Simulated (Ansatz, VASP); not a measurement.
# Mo: VASP beside Ansatz

INCAR

```
ALGO = Normal ; EDIFF = 1E-7
ENCUT = 520 ; GGA = PE
ISIF = 2 ; ISMEAR = -1
LASPH = T ; LCHARG = F
LREAL = F ; LWAVE = F
NBANDS = 13 ; NELM = 80
PREC = Accurate ; SIGMA = 0.1
```

Contents of KPOINTS:

```
k-points
0
Gamma
  5 5 5
```

Contents of POSCAR:

```
Mo
1.0
   -1.5813793950      1.5813793950      1.5813793950
    1.5813793950     -1.5813793950      1.5813793950
    1.5813793950      1.5813793950     -1.5813793950
Mo
1
Direct
    0.0000000000      0.0000000000      0.0000000000
```

Input for Ansatz:

```yaml
crystal:
  lattice:
    - [-1.581379395, 1.581379395, 1.581379395]
    - [1.581379395, -1.581379395, 1.581379395]
    - [1.581379395, 1.581379395, -1.581379395]
  atoms:
    - { symbol: Mo, position: [0.0, 0.0, 0.0] }
hamiltonian:
  xc: pbe
  pseudopotentials:
    kind: paw
    azcp:
      Mo: "pseudopotentials/Mo.paw.azcp"
basis:
  ecutwfc: 420
  fft_grid_basis: typed
kpoints:
  mp_grid: { grid: [5, 5, 5], shift: [0, 0, 0] }
magnetization:
  spin_polarized: false
scf:
  occupations: { method: fermi_dirac, width: 0.1 }
  lower_state_search: "off"
output:
  stress: true
```

Alike in both runs: task single point; functional PBE; k mesh 5 × 5 × 5; occupations fermi-dirac, width 0.1 eV; no spin polarisation.

```csv
,VASP,Ansatz
version,VASP 6.6.1,Ansatz 0.2.0
potentials or method,"VASP PAW PBE potentials, release 64 (Mo_sv), cutoff 520 eV","plane waves (420 eV) with PAW, scalar-relativistic"
valence electrons in the cell,14,14
```

Ansatz gave:

```
pressure (GPa) : -2.6
```

Estimate VASP's values.

pressure (GPa): -2.1.

The k mesh is coarse, so the values compare programs but aren't converged.
